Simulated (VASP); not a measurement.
# YbSn2Ru2 (I4/mmm) in VASP: single point with PBE

Aim: the single point of YbSn2Ru2 with PBE.

Program: VASP 6.6.1. These are calculated values, not measurements. Logs are shortened: lines on timing, memory, paths and dates and some standing lists are left out, and cuts for length are marked.

### Step 1. The cell of the first run

Symmetry: I4/mmm, No. 139, tetragonal system. Conventional cell: a = 4.475 Å, b = 4.475 Å, c = 10.395 Å, α = 90.00°, β = 90.00°, γ = 90.00°. Sn (site symmetry 4mm) has 4 Ru at 2.59 Å and 1 Sn at 2.60 Å and 4 Yb at 3.42 Å within 3.5 Å. Ru (site symmetry -4m2) has 4 Sn at 2.59 Å and 4 Ru at 3.16 Å and 4 Yb at 3.43 Å within 3.5 Å. Within 4.5 Å of Yb (site symmetry 4/mmm) lie 10 Sn at 3.42 to 3.90 Å and 8 Ru at 3.43 Å and 4 Yb at 4.48 Å.

### Step 2. Single point, PBE

Contents of INCAR:

```
SYSTEM = YbSn2Ru2
  PREC = Accurate
  ENCUT = 600
  EDIFF = 1E-6
  ISMEAR = -1
  SIGMA = 0.1
  LREAL = .False.
  LASPH = .True.
  NELM = 200
  ALGO = Normal
  ISIF = 2
  LWAVE = .False.
  LCHARG = .False.
  GGA = PE
  NBANDS = 48
  GGA_COMPAT = .False.
  LMAXMIX = 6
```

Contents of KPOINTS:

```
Automatic mesh
0
Gamma
  6 6 6
  0 0 0
```

Contents of POSCAR:

```
YbSn2Ru2
1.0
    0.0000000000      4.4750640000      0.0000000000
    4.4750640000      0.0000000000      0.0000000000
    2.2375320000      2.2375320000     -5.1974840000
Sn Ru Yb
2 2 1
Direct
    0.3750000000      0.3750000000      0.2500000000
    0.6250000000      0.6250000000      0.7500000000
    0.7500000000      0.2500000000      0.5000000000
    0.2500000000      0.7500000000      0.5000000000
    0.0000000000      0.0000000000      0.0000000000
```

Potentials or basis: VASP PAW PBE potentials, release 64 (Sn_d, Ru_pv, Yb).

Command:

```
cat potpaw_PBE.64/Sn_d/POTCAR potpaw_PBE.64/Ru_pv/POTCAR potpaw_PBE.64/Yb/POTCAR > POTCAR
mpirun -np 1 vasp_std > vasp.out
```

OUTCAR:

```text
SYSTEM = YbSn2Ru2
   PREC = Accurate
   ENCUT = 600
   EDIFF = 1E-6
   ISMEAR = -1
   LREAL = .False.
   LASPH = .True.
   NELM = 200
   ISIF = 2
   GGA = PE

 ion  position               nearest neighbor table
   1  0.375  0.375  0.250-   3 2.59   4 2.59   4 2.59   3 2.59   2 2.60   5 3.42   5 3.42   5 3.42
                             5 3.42
   2  0.625  0.625  0.750-   4 2.59   3 2.59   3 2.59   4 2.59   1 2.60   5 3.42   5 3.42   5 3.42
                             5 3.42
   3  0.750  0.250  0.500-   1 2.59   1 2.59   2 2.59   2 2.59   4 3.16   4 3.16   4 3.16   4 3.16
                             5 3.43   5 3.43   5 3.43   5 3.43
   4  0.250  0.750  0.500-   1 2.59   1 2.59   2 2.59   2 2.59   3 3.16   3 3.16   3 3.16   3 3.16
                             5 3.43   5 3.43   5 3.43   5 3.43
   5  0.000  0.000  0.000-   2 3.42   2 3.42   2 3.42   1 3.42   2 3.42   1 3.42   1 3.42   1 3.42
                             4 3.43   3 3.43   4 3.43   3 3.43   3 3.43   4 3.43   4 3.43   3 3.43

  LATTYP: Found a body centered tetragonal cell.
 ALAT       =     4.4750640000
 C/A-ratio  =     2.3228646562

  Lattice vectors:

 A1 = (  -2.2375320000,   2.2375320000,   5.1974840000)
 A2 = (   2.2375320000,  -2.2375320000,   5.1974840000)
 A3 = (   2.2375320000,   2.2375320000,  -5.1974840000)

Analysis of symmetry for initial positions (statically):
=====================================================================
 Subroutine PRICEL returns:
 Original cell was already a primitive cell.

 Routine SETGRP: Setting up the symmetry group for a
 body centered tetragonal supercell.

 Subroutine GETGRP returns: Found 16 space group operations
 (whereof 16 operations were pure point group operations)
 out of a pool of 16 trial point group operations.

The static configuration has the point symmetry D_4h.

Analysis of symmetry for dynamics (positions and initial velocities):
=====================================================================
 Subroutine PRICEL returns:
 Original cell was already a primitive cell.

 Routine SETGRP: Setting up the symmetry group for a
 body centered tetragonal supercell.

 Subroutine GETGRP returns: Found 16 space group operations
 (whereof 16 operations were pure point group operations)
 out of a pool of 16 trial point group operations.

The dynamic configuration has the point symmetry D_4h.

 Subroutine INISYM returns: Found 16 space group operations
 (whereof 16 operations are pure point group operations),
 and found     1 'primitive' translations

----------------------------------------------------------------------------------------

[... 102 lines left out ...]
   IBRION =     -1    ionic relax: 0-MD 1-quasi-New 2-CG
   NFREE  =      0    steps in history (QN), initial steepest desc. (CG)
   ISIF   =      2    stress and relaxation
   ISYM   =      2    0-nonsym 1-usesym 2-fastsym
   POTIM  = 0.5000    time-step for ionic-motion
   TEBEG  =    0.0;   TEEND  =   0.0 temperature during run
   PSTRESS=    0.0 pullay stress
   NELECT =      80.0000    total number of electrons
   NUPDOWN=      -1.0000    fix difference up-down
   EMIN   =  10.00;   EMAX   =-10.00  energy-range for DOS
   EFERMI =   0.00;   METHOD = LEGACY
   ISMEAR =    -1;   SIGMA  =   0.10  broadening in eV -4-tet -1-fermi 0-gaus
   EFERMI_NEDOS =   21; number of points for ismear=-14 and -15
   IALGO  =     38    algorithm
   IMIX   =      4    mixing-type and parameters
     AMIX     =   0.40;   BMIX     =  1.00
     AMIX_MAG =   1.60;   BMIX_MAG =  1.00
  volume/ion in A,a.u.               =      20.82       140.48
  Fermi-wavevector in a.u.,A,eV,Ry     =   1.499596  2.833826 30.596620  2.248788
  Thomas-Fermi vector in A             =   2.611205
   LORBIT       =      0    0 simple, 1 ext, 2 COOP (PROOUT), +10 PAW based schemes
   GGA     = PE    functional components
   LHFCALC =     F    Hartree Fock is set to
   AEXX    =    0.0000 exact exchange contribution
   IVDW    =     0    specifies the selected vdW correction
   LEPSILON=     F    determine dielectric tensor
   LRPA    =     F    only Hartree local field effects (RPA)
 non-spin polarized calculation
  energy-cutoff  :      600.00
  volume of cell :      104.09
 maximum number of plane-waves:      3492
   NGX = 17   NGY = 17   NGZ = 25

 number of electron      80.0000019 magnetization

 Free energy of the ion-electron system (eV)
  ---------------------------------------------------
  ext. energy  EPLUGINS =         0.00000000
  ---------------------------------------------------
  free energy    TOTEN  =       -30.38173248 eV

  energy without entropy =      -30.16627486  energy(sigma->0) =      -30.27400367

 E-fermi :   7.7957     XC(G=0): -11.5835

 val. band max:        7.7919218589   @ k =   0.0000   0.0000   0.1667
 cond. band min:       7.7973793672   @ k =   0.0000   0.0000   0.3333
 fundamental gap:      0.0054575084
 Fermi energy:         7.7957381607

 k-point     1 :       0.0000    0.0000    0.0000
  band No.  band energies     occupation
      1     -43.8284      2.00000
      2     -34.1027      2.00000
      3     -34.1027      2.00000
      4     -34.0024      2.00000
      5     -34.0024      2.00000
      6     -33.9390      2.00000
[... 1213 lines left out ...]
     47      12.1163      0.00000
     48      12.7392      0.00000

 [... further k-points ...]

------------------------ aborting loop because EDIFF is reached ----------------------------------------

  FORCE on cell =-STRESS in cart. coord.  units (eV):
  Direction    XX          YY          ZZ          XY          YZ          ZX
  --------------------------------------------------------------------------------------
  -------------------------------------------------------------------------------------
  Total        1.3855274      1.3855274      6.3344324      0.0000000      0.0000000      0.0000000
  in kB       21.3272102     21.3272102     97.5049413      0.0000000      0.0000000      0.0000000
  external PRESSURE =      46.7197873 kB  Pullay stress =       0.0000000 kB

 VOLUME and BASIS-vectors are now :
 -----------------------------------------------------------------------------
  energy-cutoff  :      600.00
  volume of cell :      104.09
      direct lattice vectors                 reciprocal lattice vectors
     0.000000000  4.475064000  0.000000000     0.000000000  0.223460491  0.096200392
     4.475064000  0.000000000  0.000000000     0.223460491  0.000000000  0.096200392
     2.237532000  2.237532000 -5.197484000     0.000000000  0.000000000 -0.192400785

 POSITION                                       TOTAL-FORCE (eV/Angst)
 -----------------------------------------------------------------------------------
      2.23753      2.23753     -1.29937        -0.000000     -0.000000     -1.659342
      4.47506      4.47506     -3.89811         0.000000      0.000000      1.659342
      2.23753      4.47506     -2.59874         0.000000     -0.000000     -0.000000
      4.47506      2.23753     -2.59874        -0.000000      0.000000      0.000000
      0.00000      0.00000      0.00000        -0.000000     -0.000000      0.000000
 -----------------------------------------------------------------------------------
    total drift:                               -0.000000      0.000000      0.000000

  FREE ENERGIE OF THE ION-ELECTRON SYSTEM (eV)
  ---------------------------------------------------
  free  energy   TOTEN  =       -30.3817324829 eV

  energy  without entropy=      -30.1662748598  energy(sigma->0) =      -30.27400367
```

OSZICAR:

```text
N       E                     dE             d eps       ncg     rms          rms(c)
DAV:   1     0.985417541308E+03    0.98542E+03   -0.40078E+04  4416   0.974E+03
DAV:   2     0.121158070590E+03   -0.86426E+03   -0.82599E+03  4048   0.154E+03
DAV:   3    -0.161331284337E+02   -0.13729E+03   -0.13072E+03  3944   0.312E+02
[... 51 lines left out ...]
DAV:  55    -0.303817697352E+02    0.18386E-03   -0.11899E-04  4448   0.370E-01    0.126E-01
DAV:  56    -0.303817400829E+02    0.29652E-04   -0.35835E-05  4240   0.151E-01    0.686E-02
DAV:  57    -0.303817638803E+02   -0.23797E-04   -0.12596E-05  3320   0.113E-01    0.920E-02
DAV:  58    -0.303817503309E+02    0.13549E-04   -0.43978E-06  2312   0.659E-02    0.852E-02
DAV:  59    -0.303817318859E+02    0.18445E-04   -0.27415E-05  3576   0.189E-01    0.613E-02
DAV:  60    -0.303817324829E+02   -0.59697E-06   -0.49893E-06  3056   0.201E-02
   1 F= -.30381732E+02 E0= -.30274004E+02  d E =-.215458E+00
```

stdout:

```text
POSCAR found type information on POSCAR SnRuYb
 POSCAR found :  3 types and       5 ions
 scaLAPACK will be used
 LDA part: xc-table for (Slater+PW92), standard interpolation
 POSCAR, INCAR and KPOINTS ok, starting setup
 FFT: planning ... GRIDC
 FFT: planning ... GRID_SOFT
 FFT: planning ... GRID
 WAVECAR not read
 entering main loop
```

Wall time 17 min (1 thread of AMD EPYC 7R43 (Zen 3), shared host); peak memory 0.31 GiB.

What came out:

```yaml
Free_energy: -30.3817 eV
Pressure: 4.7 GPa
Largest_force: 1.659 eV/Å
Band_gap_on_the_k_mesh: zero (bands 40 and 41 overlap by 0.41 eV)
```

Forces in eV/Å, atoms in the order of the input:
```
Sn   0.000  0.000 -1.659
Sn   0.000  0.000  1.659
Ru   0.000  0.000  0.000
Ru   0.000  0.000  0.000
Yb   0.000  0.000  0.000
```

Caveat: the cell stands under pressure; spin-orbit coupling is left out, which moves the levels of the heavy elements; forces of over 1 eV/Å act on the atoms, so gaps and moduli don't describe the material at rest.
